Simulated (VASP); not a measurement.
A run of VASP 6.6.1 is set up as follows.

File INCAR:

```
PREC = Accurate
ENCUT = 520
EDIFF = 1E-6
ISMEAR = -1
SIGMA = 0.02
LREAL = False
LASPH = True
NELM = 80
ALGO = Normal
ISIF = 2
LWAVE = False
LCHARG = False
GGA = PE
NBANDS = 26
```

Contents of KPOINTS:

```
regular mesh
0
Gamma
  9 9 1
```

File POSCAR:

```
Si
1.0
    3.8685410222      0.0000000000      0.0000000000
   -1.9342705111      3.3502548008      0.0000000000
    0.0000000000      0.0000000000     26.2656000000
Si
8
Direct
    0.8333333333      0.1666666667      0.3087532121
    0.1666666667      0.8333333333      0.3337528828
    0.1666666667      0.8333333333      0.4252442801
    0.5000000000      0.5000000000      0.4547019452
    0.5000000000      0.5000000000      0.5452980522
    0.8333333333      0.1666666667      0.5747557194
    0.8333333333      0.1666666667      0.6662471155
    0.1666666667      0.8333333333      0.6912467927
```

Potentials or basis: VASP PAW PBE potentials, release 64 (Si).

Launch:

```sh
$ cat potpaw_PBE.64/Si/POTCAR > POTCAR
$ mpirun -np 1 vasp_std > vasp.out
```

Predict the band gap on the k mesh.

zero (band 16 reaches 0.41 eV, above the bottom of band 17 at 0.11 eV).

What does it give for the largest force?

0.010 eV/Å.

Forces in eV/Å, atoms in the order of the input:
```
Si   0.000  0.000  0.010
Si   0.000  0.000  0.001
Si   0.000  0.000 -0.003
Si   0.000  0.000  0.002
Si   0.000  0.000 -0.002
Si   0.000  0.000  0.003
Si   0.000  0.000 -0.001
Si   0.000  0.000 -0.010
```
